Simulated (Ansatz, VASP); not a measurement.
**SiC: VASP beside Ansatz**

```
Si C
1.0
    -0.02336    2.18841    2.18841
     2.18841   -0.02336    2.18841
     2.18841    2.18841   -0.02336
Si C
1 1
Direct
  0.00000 0.00000 0.00000
  0.25000 0.25000 0.25000
```

Change from the starting cell: strained cell.

Alike in both runs: task relaxation of the atoms; functional PBE; k mesh 9 × 9 × 9; occupations gaussian, width 0.02 eV; no spin polarisation.

```csv
,VASP,Ansatz
version,VASP 6.6.1,Ansatz 0.2.0
potentials or method,"VASP PAW PBE potentials, release 64 (Si, C), cutoff 520 eV","scalar-relativistic, plane waves, PAW"
valence electrons in the cell,8,8
```

Ansatz gave:

```
gap on the k mesh at the Fermi level, each at its own relaxed structure (eV) : 1.43
```

Q: Estimate VASP's values.

A: gap on the k mesh at the Fermi level, each at its own relaxed structure (eV): 1.42.

Ansatz's warnings: stress scf threshold loose.
